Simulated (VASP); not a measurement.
Wanted: the native input for a VASP 6.6.1 run.

```
Task                   : single point
Functional             : LDA
Potentials or basis    : VASP PAW LDA potentials, release 64 (P, Ir)
Cutoff                 : 520 eV
k mesh                 : 11 × 11 × 11
Occupations            : fermi-dirac, width 0.05 eV
Spin                   : no spin polarisation
Dipole correction      : no
Further INCAR settings : ALGO = Normal; EDIFF = 1e-07; NBANDS = 18
```

The structure of PIr2 lies in POSCAR:

```
PIr2
1.0
    0.0000000000      2.7121500000      2.7675000000
    2.7121500000      0.0000000000      2.7675000000
    2.7121500000      2.7121500000      0.0000000000
P Ir
1 2
Direct
    0.0000000000      0.0000000000      0.0000000000
    0.2500000000      0.2500000000      0.2500000000
    0.7500000000      0.7500000000      0.7500000000
```

This cell differs from its parent crystal: equal xx and yy strain of -2 %.

The input as run:

INCAR

```
PREC = Accurate ; ENCUT = 520
EDIFF = 1E-7 ; ISMEAR = -1
SIGMA = 0.05 ; LREAL = F
LASPH = T ; NELM = 80
ALGO = Normal ; ISIF = 2
LWAVE = F ; LCHARG = F
GGA = CA ; NBANDS = 18
```

KPOINTS

```
Automatic mesh
0
Gamma
  11 11 11
```

Potentials or basis: VASP PAW LDA potentials, release 64 (P, Ir).

The run is started by

```sh
$ cat potpaw_LDA.64/P/POTCAR potpaw_LDA.64/Ir/POTCAR > POTCAR
$ mpirun -np 1 vasp_std > vasp.out
```

It gave:

| Quantity | Value |
| --- | --- |
| Pressure | 10.7 GPa |

Caveat: the cell differs from its parent crystal (equal xx and yy strain of -2 %).

It took 38 s on 1 thread of Intel(R) Xeon(R) 6975P-C (Granite Rapids), with other jobs on the host, peak memory 0.21 GiB.
